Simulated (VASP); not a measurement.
# Lu2Sc3N (P6/mmm) in VASP: further runs

Runs on Lu2Sc3N. Level: PBE. Tasks: single point, relaxation of cell and atoms.

Program: VASP 6.6.1. These are calculated values, not measurements. Logs are shortened: lines on timing, memory, paths and dates and some standing lists are left out, and cuts for length are marked.

### 1 The cell of the first run

Symmetry: P6/mmm, No. 191, hexagonal system. Conventional cell: a = 5.558 Å, b = 5.558 Å, c = 4.312 Å, α = 90.00°, β = 90.00°, γ = 120.00°. Within 3.5 Å of Lu (site symmetry -6m2) lie 6 Sc at 2.69 Å and 3 Lu at 3.21 Å and 3 N at 3.21 Å. Within 3.6 Å of Sc (site symmetry mmm) lie 4 Lu at 2.69 Å and 4 Sc at 2.78 Å and 4 N at 3.52 Å. N (site symmetry 6/mmm) has 6 Lu at 3.21 Å and 12 Sc at 3.52 Å and 2 N at 4.31 Å within 4.4 Å.

The cell was built from a structure type or drawn by symmetry, and may not be a known phase.

### 2 Single point, PBE

Input file INCAR:

```
SYSTEM = Lu2Sc3N
PREC = Accurate ; ENCUT = 520
EDIFF = 1E-7 ; ISMEAR = 0
SIGMA = 0.1 ; LREAL = .False.
LASPH = .True. ; NELM = 60
ALGO = Normal ; ISIF = 2
LWAVE = .False. ; LCHARG = .False.
GGA = PE ; NBANDS = 53
```

Input file KPOINTS:

```
Automatic mesh
0
Gamma
  6 6 4
  0 0 0
```

Input file POSCAR:

```
Lu2Sc3N
1.0
    5.5578677400      0.0000000000      0.0000000000
   -2.7789338700      4.8132546500      0.0000000000
    0.0000000000      0.0000000000      4.3120273500
Lu Sc N
2 3 1
Direct
    0.3333333300      0.6666666700      0.0000000000
    0.6666666700      0.3333333300      0.0000000000
    0.5000000000      0.0000000000      0.5000000000
    0.5000000000      0.5000000000      0.5000000000
    0.0000000000      0.5000000000      0.5000000000
    0.0000000000      0.0000000000      0.0000000000
```

Potentials or basis: VASP PAW PBE potentials, release 64 (Lu, Sc_sv, N).

The run is started by

```sh
cat potpaw_PBE.64/Lu/POTCAR potpaw_PBE.64/Sc_sv/POTCAR potpaw_PBE.64/N/POTCAR > POTCAR
mpirun -np 1 vasp_std > vasp.out
```

OUTCAR:

```text
SYSTEM = Lu2Sc3N
   PREC = Accurate
   ENCUT = 520
   EDIFF = 1E-7
   ISMEAR = 0
   LREAL = .False.
   LASPH = .True.
   NELM = 60
   ISIF = 2
   GGA = PE

 ion  position               nearest neighbor table
   1  0.333  0.667  0.000-   3 2.69   3 2.69   5 2.69   5 2.69   4 2.69   4 2.69   2 3.21   2 3.21
                             2 3.21
   2  0.667  0.333  0.000-   3 2.69   3 2.69   5 2.69   5 2.69   4 2.69   4 2.69   1 3.21   1 3.21
                             1 3.21
   3  0.500  0.000  0.500-   1 2.69   2 2.69   1 2.69   2 2.69   4 2.78   5 2.78   4 2.78   5 2.78

   4  0.500  0.500  0.500-   1 2.69   2 2.69   1 2.69   2 2.69   3 2.78   3 2.78   5 2.78   5 2.78

   5  0.000  0.500  0.500-   1 2.69   2 2.69   1 2.69   2 2.69   3 2.78   3 2.78   4 2.78   4 2.78

   6  0.000  0.000  0.000-

  LATTYP: Found a hexagonal cell.
 ALAT       =     5.5578677400
 C/A-ratio  =     0.7758420228

  Lattice vectors:

 A1 = (   5.5578677400,   0.0000000000,   0.0000000000)
 A2 = (  -2.7789338700,   4.8132546500,   0.0000000000)
 A3 = (   0.0000000000,   0.0000000000,   4.3120273500)

Analysis of symmetry for initial positions (statically):
=====================================================================
 Subroutine PRICEL returns:
 Original cell was already a primitive cell.

 Routine SETGRP: Setting up the symmetry group for a
 hexagonal supercell.

 Subroutine GETGRP returns: Found 24 space group operations
 (whereof 24 operations were pure point group operations)
 out of a pool of 24 trial point group operations.

The static configuration has the point symmetry D_6h.

Analysis of symmetry for dynamics (positions and initial velocities):
=====================================================================
 Subroutine PRICEL returns:
 Original cell was already a primitive cell.

 Routine SETGRP: Setting up the symmetry group for a
 hexagonal supercell.

 Subroutine GETGRP returns: Found 24 space group operations
 (whereof 24 operations were pure point group operations)
 out of a pool of 24 trial point group operations.

The dynamic configuration has the point symmetry D_6h.

 Subroutine INISYM returns: Found 24 space group operations
 (whereof 24 operations are pure point group operations),
 and found     1 'primitive' translations

----------------------------------------------------------------------------------------

                                     Primitive cell

  volume of cell :     115.3529

  direct lattice vectors                    reciprocal lattice vectors
     5.557867740  0.000000000  0.000000000     0.179925116  0.103879814  0.000000000
    -2.778933870  4.813254650  0.000000000     0.000000000  0.207759629  0.000000000
     0.000000000  0.000000000  4.312027350     0.000000000  0.000000000  0.231909475

  length of vectors
     5.557867740  5.557867737  4.312027350     0.207759629  0.207759629  0.231909475

  position of ions in fractional coordinates (direct lattice)
     0.333333330  0.666666670  0.000000000
     0.666666670  0.333333330  0.000000000
     0.500000000  0.000000000  0.500000000
     0.500000000  0.500000000  0.500000000
     0.000000000  0.500000000  0.500000000
     0.000000000  0.000000000  0.000000000

  ion indices of the primitive-cell ions
   primitive index   ion index
                 1           1
                 2           2
                 3           3
                 4           4
                 5           5
                 6           6

----------------------------------------------------------------------------------------

 KPOINTS: Automatic mesh

Automatic generation of k-mesh.
 Grid dimensions read from file:
 generate k-points for:    6    6    4

 Generating k-lattice:

  Cartesian coordinates                     Fractional coordinates (reciprocal lattice)
     0.029987519  0.017313302  0.000000000     0.166666667  0.000000000  0.000000000
     0.000000000  0.034626605  0.000000000     0.000000000  0.166666667  0.000000000
     0.000000000  0.000000000  0.057977369     0.000000000  0.000000000  0.250000000

  Length of vectors
     0.034626605  0.034626605  0.057977369

  Shift w.r.t. Gamma in fractional coordinates (k-lattice)
     0.000000000  0.000000000  0.000000000

 Subroutine IBZKPT returns following result:
 ===========================================

 Found     21 irreducible k-points:

 Following reciprocal coordinates:
            Coordinates               Weight
  0.000000  0.000000  0.000000      1.000000
  0.166667 -0.000000  0.000000      6.000000
  0.333333  0.000000  0.000000      6.000000
  0.500000  0.000000  0.000000      3.000000
  0.166667  0.166667  0.000000      6.000000
  0.333333  0.166667  0.000000     12.000000
[... 13 lines left out ...]
  0.333333  0.166667  0.500000     12.000000
  0.333333  0.333333  0.500000      2.000000
   k-points           NKPTS =     21   k-points in BZ     NKDIM =     21   number of bands    NBANDS=     53
   number of dos      NEDOS =    301   number of ions     NIONS =      6
   total plane-waves  NPLWV =  56448
   dimension x,y,z NGX =    42 NGY =   42 NGZ =   32
   dimension x,y,z NGXF=    84 NGYF=   84 NGZF=   64
   ions per type =               2   3   1
   NGX,Y,Z   is equivalent  to a cutoff of  12.56, 12.56, 12.34 a.u.
   NGXF,Y,Z  is equivalent  to a cutoff of  25.13, 25.13, 24.67 a.u.
 SYSTEM =  Lu2Sc3N
   PREC   = accura    normal or accurate (medium, high low for compatibility)
   ISTART =      0    job   : 0-new  1-cont  2-samecut
   ICHARG =      2    charge: 1-file 2-atom 10-const
   ISPIN  =      1    spin polarized calculation?
   LNONCOLLINEAR =      F non collinear calculations
   LSORBIT =      F    spin-orbit coupling
   LASPH  =      T    aspherical Exc in radial PAW
   ENCUT  =  520.0 eV  38.22 Ry    6.18 a.u.  10.33 10.33  8.02*2*pi/ulx,y,z
   NELM   =     60;   NELMIN=  2; NELMDL= -5     # of ELM steps
   EDIFF  = 0.1E-06   stopping-criterion for ELM
   LREAL  =      F    real-space projection
   EDIFFG = 0.1E-05   stopping-criterion for IOM
   NSW    =      0    number of steps for IOM
   IBRION =     -1    ionic relax: 0-MD 1-quasi-New 2-CG
   NFREE  =      0    steps in history (QN), initial steepest desc. (CG)
   ISIF   =      2    stress and relaxation
   ISYM   =      2    0-nonsym 1-usesym 2-fastsym
   POTIM  = 0.5000    time-step for ionic-motion
   TEBEG  =    0.0;   TEEND  =   0.0 temperature during run
   PSTRESS=    0.0 pullay stress
   NELECT =      88.0000    total number of electrons
   NUPDOWN=      -1.0000    fix difference up-down
   EMIN   =  10.00;   EMAX   =-10.00  energy-range for DOS
   EFERMI =   0.00;   METHOD = LEGACY
   ISMEAR =     0;   SIGMA  =   0.10  broadening in eV -4-tet -1-fermi 0-gaus
   EFERMI_NEDOS =   21; number of points for ismear=-14 and -15
   IALGO  =     38    algorithm
   IMIX   =      4    mixing-type and parameters
     AMIX     =   0.40;   BMIX     =  1.00
     AMIX_MAG =   1.60;   BMIX_MAG =  1.00
  volume/ion in A,a.u.               =      19.23       129.74
  Fermi-wavevector in a.u.,A,eV,Ry     =   1.495867  2.826778 30.444627  2.237617
  Thomas-Fermi vector in A             =   2.607956
   LORBIT       =      0    0 simple, 1 ext, 2 COOP (PROOUT), +10 PAW based schemes
   GGA     = PE    functional components
   LHFCALC =     F    Hartree Fock is set to
   AEXX    =    0.0000 exact exchange contribution
   IVDW    =     0    specifies the selected vdW correction
   LEPSILON=     F    determine dielectric tensor
   LRPA    =     F    only Hartree local field effects (RPA)
 non-spin polarized calculation
 Gauss-broadening in eV      SIGMA  =   0.10
  energy-cutoff  :      520.00
  volume of cell :      115.35
 maximum number of plane-waves:      3136
 NGX is ok and might be reduce to    42
   NGX = 21   NGY = 21   NGZ = 17

 number of electron      88.0000032 magnetization

 Free energy of the ion-electron system (eV)
  ---------------------------------------------------
  ext. energy  EPLUGINS =         0.00000000
  ---------------------------------------------------
  free energy    TOTEN  =       -24.18042733 eV

  energy without entropy =      -24.13807965  energy(sigma->0) =      -24.15925349

 E-fermi :   3.8007     XC(G=0): -10.9703

 val. band max:        3.7957228931   @ k =   0.1667  -0.0000   0.2500
 cond. band min:       3.8078627380   @ k =   0.1667   0.1667   0.0000
 fundamental gap:      0.0121398449
 Fermi energy:         3.8007193586

 k-point     1 :       0.0000    0.0000    0.0000
  band No.  band energies     occupation
      1     -51.9177      2.00000
      2     -51.8705      2.00000
      3     -44.9477      2.00000
      4     -44.7553      2.00000
      5     -44.7553      2.00000
      6     -24.5760      2.00000
[... 45 lines left out ...]
     52       6.9434      0.00000
     53       6.9456      0.00000

 k-point     2 :       0.1667   -0.0000    0.0000
  band No.  band energies     occupation
      1     -51.9149      2.00000
      2     -51.8733      2.00000
      3     -44.9366      2.00000
      4     -44.7669      2.00000
      5     -44.7553      2.00000
      6     -24.5395      2.00000
[... 45 lines left out ...]
     52       6.9247      0.00000
     53       7.0936      0.00000

 k-point     3 :       0.3333    0.0000    0.0000
  band No.  band energies     occupation
      1     -51.9077      2.00000
      2     -51.8805      2.00000
      3     -44.9077      2.00000
      4     -44.7967      2.00000
      5     -44.7554      2.00000
      6     -24.4404      2.00000
[... 45 lines left out ...]
     52       6.2030      0.00000
     53       6.4521      0.00000
[... 897 lines left out ...]
 k-point    20 :       0.3333    0.1667    0.5000
  band No.  band energies     occupation
      1     -51.8981      2.00000
      2     -51.8838      2.00000
      3     -44.8946      2.00000
      4     -44.8248      2.00000
      5     -44.7540      2.00000
      6     -24.4908      2.00000
[... 45 lines left out ...]
     52       5.5517      0.00000
     53       5.7085      0.00000

 k-point    21 :       0.3333    0.3333    0.5000
  band No.  band energies     occupation
      1     -51.8910      2.00000
      2     -51.8910      2.00000
      3     -44.8598      2.00000
      4     -44.8598      2.00000
      5     -44.7541      2.00000
      6     -24.2714      2.00000
[... 45 lines left out ...]
     52       5.9524      0.00000
     53       6.1486      0.00000

------------------------ aborting loop because EDIFF is reached ----------------------------------------

  FORCE on cell =-STRESS in cart. coord.  units (eV):
  Direction    XX          YY          ZZ          XY          YZ          ZX
  --------------------------------------------------------------------------------------
  -------------------------------------------------------------------------------------
  Total       10.6216435     10.6216435     26.0744826      0.0000000      0.0000000      0.0000000
  in kB      147.5277611    147.5277608    362.1577047      0.0000000      0.0000000      0.0000000
  external PRESSURE =     219.0710755 kB  Pullay stress =       0.0000000 kB

 VOLUME and BASIS-vectors are now :
 -----------------------------------------------------------------------------
  energy-cutoff  :      520.00
  volume of cell :      115.35
      direct lattice vectors                 reciprocal lattice vectors
     5.557867740  0.000000000  0.000000000     0.179925116  0.103879814  0.000000000
    -2.778933870  4.813254650  0.000000000     0.000000000  0.207759629  0.000000000
     0.000000000  0.000000000  4.312027350     0.000000000  0.000000000  0.231909475

 POSITION                                       TOTAL-FORCE (eV/Angst)
 -----------------------------------------------------------------------------------
     -0.00000      3.20884      0.00000        -0.000000      0.000000      0.000000
      2.77893      1.60442      0.00000         0.000000      0.000000      0.000000
      2.77893      0.00000      2.15601         0.000000      0.000000      0.000000
      1.38947      2.40663      2.15601         0.000000      0.000000      0.000000
     -1.38947      2.40663      2.15601         0.000000      0.000000      0.000000
      0.00000      0.00000      0.00000         0.000000      0.000000      0.000000
 -----------------------------------------------------------------------------------
    total drift:                                0.000000     -0.000000      0.000000

  FREE ENERGIE OF THE ION-ELECTRON SYSTEM (eV)
  ---------------------------------------------------
  free  energy   TOTEN  =       -24.1804273309 eV

  energy  without entropy=      -24.1380796548  energy(sigma->0) =      -24.15925349
```

Wall time 92 s (1 thread of AMD EPYC 9R45 (Zen 5), shared host); peak memory 0.27 GiB.

What came out:

```yaml
Free_energy: -24.1804 eV
Pressure: 21.9 GPa
Band_gap_on_the_k_mesh: zero (bands 44 and 45 overlap by 1.16 eV)
```

Levels at points of the mesh, in eV from the Fermi level:
```tsv
k point	band 42	band 43	band 44	band 45	band 46	band 47
(0.00, 0.00, 0.00)	-0.75	-0.37	-0.37	-0.17	-0.11	-0.11
(0.50, 0.00, 0.00)	-0.37	-0.28	0.15	0.15	0.21	0.28
(0.00, 0.00, 0.50)	-1.53	-1.53	0.86	0.86	1.43	1.48
(0.50, 0.00, 0.50)	-0.46	-0.21	0.01	0.18	0.78	0.84
```

Caveat: the k points lie up to 0.36 Å⁻¹ apart, too coarse for converged energies and pressures of a metal; spin-orbit coupling is left out, which moves the levels of the heavy elements.

### 3 Single point, PBE

This run uses another cell than the first one, of 26.67 Å³/atom.

Input file INCAR:

```
SYSTEM = Lu2Sc3N
ALGO = Normal ; EDIFF = 1E-7
ENCUT = 520 ; GGA = PE
ISIF = 2 ; ISMEAR = 0
LASPH = .TRUE. ; LCHARG = .FALSE.
LREAL = .FALSE. ; LWAVE = .FALSE.
NBANDS = 53 ; NELM = 100
PREC = Accurate ; SIGMA = 0.1
```

Input file KPOINTS:

```
k-points
0
G
  6 6 4
  0 0 0
```

Input file POSCAR:

```
Lu2Sc3N
1.0
    5.6405069942      0.0000000000      0.0000000000
   -2.8202534971      4.8848223472      0.0000000000
    0.0000000000      0.0000000000      5.8074204817
Lu Sc N
2 3 1
Direct
    0.3333333333      0.6666666667      0.0000000000
    0.6666666667      0.3333333333      0.0000000000
    0.5000000000      0.0000000000      0.5000000000
    0.5000000000      0.5000000000      0.5000000000
    0.0000000000      0.5000000000      0.5000000000
    0.0000000000      0.0000000000      0.0000000000
```

Potentials or basis: VASP PAW PBE potentials, release 64 (Lu, Sc_sv, N).

The run is started by

```sh
cat potpaw_PBE.64/Lu/POTCAR potpaw_PBE.64/Sc_sv/POTCAR potpaw_PBE.64/N/POTCAR > POTCAR
mpirun -np 1 vasp_std > vasp.out
```

It took 2.7 min on 1 thread of AMD EPYC 9R45 (Zen 5), shared host; peak memory 0.35 GiB.

The run converged. Its results:

```
Free energy            : -28.2932 eV
Pressure               : 0.2 GPa
Band gap on the k mesh : zero (bands 44 and 45 overlap by 0.32 eV)
```

Stress tensor (GPa, compression positive):
```
0.12 0.00 0.00
0.00 0.12 0.00
0.00 0.00 0.30
```

Levels at points of the mesh, in eV from the Fermi level:
| k point | band 42 | band 43 | band 44 | band 45 | band 46 | band 47 |
| --- | --- | --- | --- | --- | --- | --- |
| (0.00, 0.00, 0.00) | -0.86 | -0.49 | -0.49 | 0.11 | 0.11 | 0.14 |
| (0.50, 0.00, 0.00) | -0.30 | -0.13 | -0.13 | 0.02 | 0.07 | 0.14 |
| (0.00, 0.00, 0.50) | -0.94 | -0.94 | 0.04 | 0.28 | 0.28 | 0.47 |
| (0.50, 0.00, 0.50) | -0.59 | -0.29 | -0.02 | 0.01 | 0.16 | 0.24 |

Caveat: spin-orbit coupling is left out, which moves the levels of the heavy elements.

(Part 1 of 2 ends here.)
